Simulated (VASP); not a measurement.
# W4S7 (a cell with a defect) in VASP: a series of runs

Runs on W4S7 (a cell with a defect). Level: PBE+D3(BJ). Tasks: single point.

Program: VASP 6.6.1. These are calculated values, not measurements. Logs are shortened: lines on timing, memory, paths and dates and some standing lists are left out, and cuts for length are marked.

### Step 1. The cell of the first run

The cell holds a defect, 11 atoms: a = 6.314 Å, b = 6.314 Å, c = 7.055 Å, α = 63.41°, β = 63.41°, γ = 60.00°.

### Step 2. Single point, PBE+D3(BJ) (atom 5 moved 0.500 of the way to it and +0.000 Å across, host rigid)

Contents of INCAR:

```
PREC     = Accurate       # precision mode
ENCUT    = 520            # plane-wave cutoff, eV
EDIFF    = 1E-6           # SCF threshold, eV
ISMEAR   = 0              # smearing method
SIGMA    = 0.05           # smearing width, eV
LREAL    = False          # projectors in reciprocal space
LASPH    = True           # aspherical terms in the spheres
NELM     = 60             # most SCF steps
ALGO     = Normal         # electronic algorithm
ISIF     = 2              # what is computed and relaxed
LWAVE    = False          # write WAVECAR
LCHARG   = False          # write CHGCAR
GGA      = PE             # functional
IVDW     = 12             # dispersion correction
NBANDS   = 60             # bands
NELECT   = 96.0
```

Contents of KPOINTS:

```
Automatic mesh
0
Gamma
  6 6 6
```

Contents of POSCAR:

```
W4S7
1.0
    3.1571976361     -5.4684267153      0.0000000000
   -3.1571976361     -5.4684267153      0.0000000000
    0.0000000000     -3.6456178102     -6.0395755976
W S
4 7
Direct
    0.4993440419      0.4993440419      0.0019678744
    0.9993440419      0.4993440419      0.0019678744
    0.4993440419      0.9993440419      0.0019678744
    0.9993440419      0.9993440419      0.0019678744
    0.1659779791      0.1659779791      1.0020660628
    0.7527816500      0.2527816500      0.7416550499
    0.2527816500      0.7527816500      0.7416550499
    0.7527816500      0.7527816500      0.7416550499
    0.5791743081      0.0791743081      0.2624770757
    0.0791743081      0.5791743081      0.2624770757
    0.5791743081      0.5791743081      0.2624770757
```

Potentials or basis: VASP PAW PBE potentials, release 64 (W_sv, S).

Started as:

```
cat potpaw_PBE.64/W_sv/POTCAR potpaw_PBE.64/S/POTCAR > POTCAR
mpirun -np 1 vasp_std > vasp.out
```

OUTCAR:

```text
PREC = Accurate
   ENCUT = 520
   EDIFF = 1E-6
   ISMEAR = 0
   LREAL = False
   LASPH = True
   NELM = 60
   ISIF = 2
   GGA = PE
   IVDW = 12
   NELECT = 96.0
 IVDW          = 12

 ion  position               nearest neighbor table
   1  0.499  0.499  0.002-   8 2.41   7 2.41   6 2.41  11 2.41  10 2.41   9 2.41   4 3.16   4 3.16
                             3 3.16   2 3.16   2 3.16   3 3.16
   2  0.999  0.499  0.002-   5 1.82   7 2.41   8 2.41  10 2.41  11 2.41   3 3.16   3 3.16   4 3.16
                             4 3.16   1 3.16   1 3.16
   3  0.499  0.999  0.002-   5 1.82   6 2.41   8 2.41   9 2.41  11 2.41   2 3.16   2 3.16   1 3.16
                             4 3.16   1 3.16   4 3.16
   4  0.999  0.999  0.002-   5 1.82   6 2.41   7 2.41   9 2.41  10 2.41   1 3.16   1 3.16   3 3.16
                             2 3.16   2 3.16   3 3.16
   5  0.166  0.166  0.002-   2 1.82   3 1.82   4 1.82
   6  0.753  0.253  0.742-   3 2.41   1 2.41   4 2.41
   7  0.253  0.753  0.742-   2 2.41   1 2.41   4 2.41
   8  0.753  0.753  0.742-   1 2.41   2 2.41   3 2.41
   9  0.579  0.079  0.262-   3 2.41   1 2.41   4 2.41
  10  0.079  0.579  0.262-   2 2.41   1 2.41   4 2.41
  11  0.579  0.579  0.262-   1 2.41   2 2.41   3 2.41

  LATTYP: Found a trigonal (rhomboedric) cell.
 ALAT       =     7.0545731704
 COS(alpha) =     0.5994174297

  Lattice vectors:

 A1 = (  -3.1571976361,   1.8228089051,  -6.0395755976)
 A2 = (   3.1571976361,   1.8228089051,  -6.0395755976)
 A3 = (   0.0000000000,  -3.6456178102,  -6.0395755976)

Analysis of symmetry for initial positions (statically):
=====================================================================
 Subroutine PRICEL returns:
 Original cell was already a primitive cell.

 Routine SETGRP: Setting up the symmetry group for a
 trigonal (rhombohedral) supercell.

 Subroutine GETGRP returns: Found  6 space group operations
 (whereof  2 operations were pure point group operations)
 out of a pool of 12 trial point group operations.

The static configuration has the point symmetry C_1h.
 The point group associated with its full space group is C_3v.

Analysis of symmetry for dynamics (positions and initial velocities):
=====================================================================
 Subroutine PRICEL returns:
 Original cell was already a primitive cell.

 Routine SETGRP: Setting up the symmetry group for a
 trigonal (rhombohedral) supercell.

 Subroutine GETGRP returns: Found  6 space group operations
 (whereof  2 operations were pure point group operations)
 out of a pool of 12 trial point group operations.

The dynamic configuration has the point symmetry C_1h.
 The point group associated with its full space group is C_3v.

 Subroutine INISYM returns: Found  6 space group operations
 (whereof  2 operations are pure point group operations),
 and found     1 'primitive' translations

----------------------------------------------------------------------------------------

                                     Primitive cell

  volume of cell :     208.5454

  direct lattice vectors                    reciprocal lattice vectors
     3.157197636 -5.468426715  0.000000000     0.158368293 -0.091433977  0.055191516
    -3.157197636 -5.468426715  0.000000000    -0.158368293 -0.091433977  0.055191516
     0.000000000 -3.645617810 -6.039575598     0.000000000  0.000000000 -0.165574548

  length of vectors
     6.314395272  6.314395272  7.054573170     0.191015161  0.191015161  0.165574548

  position of ions in fractional coordinates (direct lattice)
     0.499344042  0.499344042  0.001967874
     0.999344042  0.499344042  0.001967874
     0.499344042  0.999344042  0.001967874
     0.999344042  0.999344042  0.001967874
     0.165977979  0.165977979  0.002066063
     0.752781650  0.252781650  0.741655050
     0.252781650  0.752781650  0.741655050
     0.752781650  0.752781650  0.741655050
     0.579174308  0.079174308  0.262477076
     0.079174308  0.579174308  0.262477076
     0.579174308  0.579174308  0.262477076

  ion indices of the primitive-cell ions
   primitive index   ion index
                 1           1
                 2           2
                 3           3
                 4           4
                 5           5
                 6           6
                 7           7
                 8           8
                 9           9
                10          10
                11          11

----------------------------------------------------------------------------------------

 KPOINTS: Automatic mesh

Automatic generation of k-mesh.
 Grid dimensions read from file:
 generate k-points for:    6    6    6

 Generating k-lattice:

  Cartesian coordinates                     Fractional coordinates (reciprocal lattice)
     0.026394715 -0.015238996  0.009198586     0.166666667  0.000000000 -0.000000000
    -0.026394715 -0.015238996  0.009198586     0.000000000  0.166666667 -0.000000000
     0.000000000  0.000000000 -0.027595758     0.000000000  0.000000000  0.166666667

  Length of vectors
     0.031835860  0.031835860  0.027595758

  Shift w.r.t. Gamma in fractional coordinates (k-lattice)
     0.000000000  0.000000000  0.000000000

 Subroutine IBZKPT returns following result:
 ===========================================

 Found     32 irreducible k-points:

 Following reciprocal coordinates:
            Coordinates               Weight
  0.000000  0.000000  0.000000      1.000000
  0.166667 -0.000000 -0.000000      6.000000
  0.333333 -0.000000 -0.000000      6.000000
  0.500000 -0.000000  0.000000      3.000000
  0.166667  0.166667 -0.000000      6.000000
  0.333333  0.166667 -0.000000     12.000000
[... 16 lines left out ...]
 -0.166667  0.500000  0.166667     12.000000
 -0.333333 -0.333333  0.166667      6.000000
 [... further k-points ...]
   k-points           NKPTS =     32   k-points in BZ     NKDIM =     32   number of bands    NBANDS=     60
   number of dos      NEDOS =    301   number of ions     NIONS =     11
   total plane-waves  NPLWV = 124416
   dimension x,y,z NGX =    48 NGY =   48 NGZ =   54
   dimension x,y,z NGXF=    96 NGYF=   96 NGZF=  108
   ions per type =               4   7
   NGX,Y,Z   is equivalent  to a cutoff of  12.64, 12.64, 12.73 a.u.
   NGXF,Y,Z  is equivalent  to a cutoff of  25.27, 25.27, 25.45 a.u.
 SYSTEM =  unknown system
   PREC   = accura    normal or accurate (medium, high low for compatibility)
   ISTART =      0    job   : 0-new  1-cont  2-samecut
   ICHARG =      2    charge: 1-file 2-atom 10-const
   ISPIN  =      1    spin polarized calculation?
   LNONCOLLINEAR =      F non collinear calculations
   LSORBIT =      F    spin-orbit coupling
   LASPH  =      T    aspherical Exc in radial PAW
   ENCUT  =  520.0 eV  38.22 Ry    6.18 a.u.  11.74 11.74 13.12*2*pi/ulx,y,z
   NELM   =     60;   NELMIN=  2; NELMDL= -5     # of ELM steps
   EDIFF  = 0.1E-05   stopping-criterion for ELM
   LREAL  =      F    real-space projection
   EDIFFG = 0.1E-04   stopping-criterion for IOM
   NSW    =      0    number of steps for IOM
   IBRION =     -1    ionic relax: 0-MD 1-quasi-New 2-CG
   NFREE  =      0    steps in history (QN), initial steepest desc. (CG)
   ISIF   =      2    stress and relaxation
   ISYM   =      2    0-nonsym 1-usesym 2-fastsym
   POTIM  = 0.5000    time-step for ionic-motion
   TEBEG  =    0.0;   TEEND  =   0.0 temperature during run
   PSTRESS=    0.0 pullay stress
   NELECT =      96.0000    total number of electrons
   NUPDOWN=      -1.0000    fix difference up-down
   EMIN   =  10.00;   EMAX   =-10.00  energy-range for DOS
   EFERMI =   0.00;   METHOD = LEGACY
   ISMEAR =     0;   SIGMA  =   0.05  broadening in eV -4-tet -1-fermi 0-gaus
   EFERMI_NEDOS =   21; number of points for ismear=-14 and -15
   IALGO  =     38    algorithm
   IMIX   =      4    mixing-type and parameters
     AMIX     =   0.40;   BMIX     =  1.00
     AMIX_MAG =   1.60;   BMIX_MAG =  1.00
  volume/ion in A,a.u.               =      18.96       127.94
  Fermi-wavevector in a.u.,A,eV,Ry     =   1.264052  2.388713 21.739773  1.597828
  Thomas-Fermi vector in A             =   2.397377
   LORBIT       =      0    0 simple, 1 ext, 2 COOP (PROOUT), +10 PAW based schemes
   GGA     = PE    functional components
   LHFCALC =     F    Hartree Fock is set to
   AEXX    =    0.0000 exact exchange contribution
   IVDW    =    12    specifies the selected vdW correction
   LEPSILON=     F    determine dielectric tensor
   LRPA    =     F    only Hartree local field effects (RPA)
 non-spin polarized calculation
 Gauss-broadening in eV      SIGMA  =   0.05
  energy-cutoff  :      520.00
  volume of cell :      208.55
 maximum number of plane-waves:      5644
   NGX = 23   NGY = 23   NGZ = 27

 number of electron      95.9999997 magnetization

 Free energy of the ion-electron system (eV)
  ---------------------------------------------------
  ext. energy  EPLUGINS =         0.00000000
  ---------------------------------------------------
  free energy    TOTEN  =       -88.35851386 eV

  energy without entropy =      -88.35012825  energy(sigma->0) =      -88.35432105

 E-fermi :   6.1632     XC(G=0): -10.2422

 val. band max:        6.1571571623   @ k =   0.3333  -0.0000   0.1667
 cond. band min:       6.1634595657   @ k =  -0.3333  -0.3333   0.1667
 fundamental gap:      0.0063024034
 Fermi energy:         6.1631930429

 k-point     1 :       0.0000    0.0000    0.0000
  band No.  band energies     occupation
      1     -68.2375      2.00000
      2     -67.7621      2.00000
      3     -67.7433      2.00000
      4     -67.7433      2.00000
      5     -33.0809      2.00000
      6     -32.6582      2.00000
[... 1501 lines left out ...]
     59      10.0100      0.00000
     60      10.2049      0.00000

 [... further k-points ...]

------------------------ aborting loop because EDIFF is reached ----------------------------------------

 Edisp (eV)   -4.45351

 E8    (eV) :    -1.8916

  FORCE on cell =-STRESS in cart. coord.  units (eV):
  Direction    XX          YY          ZZ          XY          YZ          ZX
  --------------------------------------------------------------------------------------
  -------------------------------------------------------------------------------------
  Total      30.95957    30.95957   -22.70992     0.00000    -0.00000     0.00000
  in kB     237.85094   237.85094  -174.47192     0.00000    -0.00000     0.00000
  external pressure =      100.41 kB  Pullay stress =        0.00 kB

 VOLUME and BASIS-vectors are now :
 -----------------------------------------------------------------------------
  energy-cutoff  :      520.00
  volume of cell :      208.55
      direct lattice vectors                 reciprocal lattice vectors
     3.157197636 -5.468426715  0.000000000     0.158368293 -0.091433977  0.055191516
    -3.157197636 -5.468426715  0.000000000    -0.158368293 -0.091433977  0.055191516
     0.000000000 -3.645617810 -6.039575598     0.000000000  0.000000000 -0.165574548

 POSITION                                       TOTAL-FORCE (eV/Angst)
 -----------------------------------------------------------------------------------
      0.00000     -5.46843     -0.01189         0.000000     -0.000000      0.063183
      1.57860     -8.20264     -0.01189       -16.829885     -9.716738      0.014148
     -1.57860     -8.20264     -0.01189        16.829885     -9.716738      0.014148
      0.00000    -10.93685     -0.01189         0.000000     19.433477      0.014148
      0.00000     -1.82281     -0.01248         0.000000     -0.000000     -0.069516
      1.57860     -8.20264     -4.47928         0.016044      0.009263      0.341143
     -1.57860     -8.20264     -4.47928        -0.016044      0.009263      0.341143
      0.00000    -10.93685     -4.47928         0.000000     -0.018526      0.341143
      1.57860     -4.55702     -1.58525        -0.031452     -0.018159     -0.353180
     -1.57860     -4.55702     -1.58525         0.031452     -0.018159     -0.353180
      0.00000     -7.29124     -1.58525         0.000000      0.036317     -0.353180
 -----------------------------------------------------------------------------------
    total drift:                                0.000000      0.000023      0.000122

  FREE ENERGIE OF THE ION-ELECTRON SYSTEM (eV)
  ---------------------------------------------------
  free  energy   TOTEN  =       -92.8120256790 eV

  energy  without entropy=      -92.8036400689  energy(sigma->0) =      -92.80783287
```

It took 9.2 min on 1 thread of Oxide Virtual Turin-like, shared host; peak memory 0.49 GiB.

What came out:

```
Free energy                : -92.8120 eV
Largest force              : 19.433 eV/Å
Dispersion energy per atom : -0.405 eV
```

Forces on the atoms (eV/Å):
```
W     0.000   0.000   0.063
W   -16.830  -9.717   0.014
W    16.830  -9.717   0.014
W     0.000  19.433   0.014
S     0.000   0.000  -0.070
S     0.016   0.009   0.341
S    -0.016   0.009   0.341
S     0.000  -0.019   0.341
S    -0.031  -0.018  -0.353
S     0.031  -0.018  -0.353
S     0.000   0.036  -0.353
```

Caveat: the cell carries a net charge on a neutralising background, which shifts energy and pressure; the cell differs from its parent crystal (atom 5 moved 0.500 of the way to it and +0.000 Å across, host rigid); the cell is charged against a uniform background, so pressure and absolute levels hang on convention; spin-orbit coupling is left out, which moves the levels of the heavy elements.

### Step 3. Single point, PBE+D3(BJ) (atom 5 moved 0.000 of the way to it and +0.000 Å across, host rigid)

Contents of INCAR:

```
SYSTEM = W4S7
  PREC = Accurate
  ENCUT = 520
  EDIFF = 1E-6
  ISMEAR = 0
  SIGMA = 0.05
  LREAL = .FALSE.
  LASPH = .TRUE.
  NELM = 80
  ALGO = Normal
  ISIF = 2
  LWAVE = .FALSE.
  LCHARG = .TRUE.
  GGA = PE
  IVDW = 12
  LELF = .TRUE.
  LVHAR = .TRUE.
  NELECT = 96.0
  NBANDS = 60
```

Contents of KPOINTS:

```
regular mesh
0
G
  6 6 6
  0 0 0
```

Edit POSCAR of step 2 so:

```diff
@@ -12,3 +12,3 @@
     0.9993440419      0.9993440419      0.0019678744
-    0.1659779791      0.1659779791      1.0020660628
+    0.2527816500      0.2527816500      0.7416550499
     0.7527816500      0.2527816500      0.7416550499
```

Potentials or basis: VASP PAW PBE potentials, release 64 (W_sv, S).

Started as:

```
cat potpaw_PBE.64/W_sv/POTCAR potpaw_PBE.64/S/POTCAR > POTCAR
mpirun -np 1 vasp_std > vasp.out
```

Run time: 11 min. Hardware: 1 thread of Oxide Virtual Turin-like, shared host; peak memory 0.49 GiB.

Results (log left out):

```
Free energy                : -104.1136 eV
Largest force              : 0.633 eV/Å
Dispersion energy per atom : -0.405 eV
```

Forces in eV/Å, atoms in the order of the input:
```
W    0.000  0.000 -0.179
W    0.541  0.312  0.102
W   -0.541  0.312  0.102
W    0.000 -0.625  0.102
S    0.000  0.000 -0.361
S    0.467  0.270  0.030
S   -0.467  0.270  0.030
S    0.000 -0.539  0.030
S    0.076  0.044  0.047
S   -0.076  0.044  0.047
S    0.000 -0.087  0.047
```

Levels at points of the mesh, in eV from the Fermi level:
```tsv
k point	band 44	band 45	band 46	band 47	band 48	band 49	band 50	band 51	band 52	band 53
(0.00, 0.00, 0.00)	-1.02	-0.70	-0.46	-0.46	-0.21	0.59	1.56	1.56	3.12	3.13
(0.50, 0.00, 0.00)	-1.23	-0.78	-0.63	-0.43	-0.34	-0.20	1.11	1.65	2.68	2.79
(0.50, 0.50, 0.00)	-1.49	-0.91	-0.66	-0.48	-0.35	-0.13	1.22	1.94	2.49	2.60
(0.00, 0.00, 0.50)	-1.06	-0.78	-0.67	-0.67	0.23	0.78	1.65	1.65	3.17	3.18
```

Caveat: the cell carries a net charge on a neutralising background, which shifts energy and pressure; the cell differs from its parent crystal (atom 5 moved 0.000 of the way to it and +0.000 Å across, host rigid); the cell is charged against a uniform background, so pressure and absolute levels hang on convention; spin-orbit coupling is left out, which moves the levels of the heavy elements.

(Part 1 of 2 ends here.)
